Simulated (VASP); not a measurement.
Input of a VASP 6.6.1 run:

INCAR

```
PREC = Accurate ; ENCUT = 520
EDIFF = 1E-6 ; ISMEAR = 0
SIGMA = 0.02 ; LREAL = F
LASPH = T ; NELM = 150
ALGO = Normal ; ISIF = 2
LWAVE = F ; LCHARG = F
LMAXMIX = 4 ; LDAU = T
LDAUTYPE = 2 ; LDAUL = -1 2 -1
LDAUU = 0 4 0 ; LDAUJ = 0 0 0
LDAUPRINT = 1 ; GGA = PE
NBANDS = 28
```

KPOINTS

```
Automatic mesh
0
Gamma
  8 8 8
```

File POSCAR:

```
SrTiO3
1.0
    3.8489662538      0.0000000000      0.0000000000
    0.0000000000      3.8489662538      0.0000000000
    0.0000000000      0.0000000000      3.8489662538
Sr Ti O
1 1 3
Direct
    0.0000000000      0.0000000000      0.0000000000
    0.5000000000      0.5000000000      0.5000000000
    0.5000000000      0.0000000000      0.5000000000
    0.5000000000      0.5000000000      0.0000000000
    0.0000000000      0.5000000000      0.5000000000
```

Potentials or basis: VASP PAW PBE potentials, release 64 (Sr_sv, Ti_sv, O).

Command:

```console
$ cat potpaw_PBE.64/Sr_sv/POTCAR potpaw_PBE.64/Ti_sv/POTCAR potpaw_PBE.64/O/POTCAR > POTCAR
$ mpirun -np 1 vasp_std > vasp.out
```

(1) Estimate the pressure.

(2) What does it give for the band gap on the k mesh?

## Answers

(1) 18.4 GPa.

(2) 2.48 eV, indirect (least direct gap 2.87 eV).
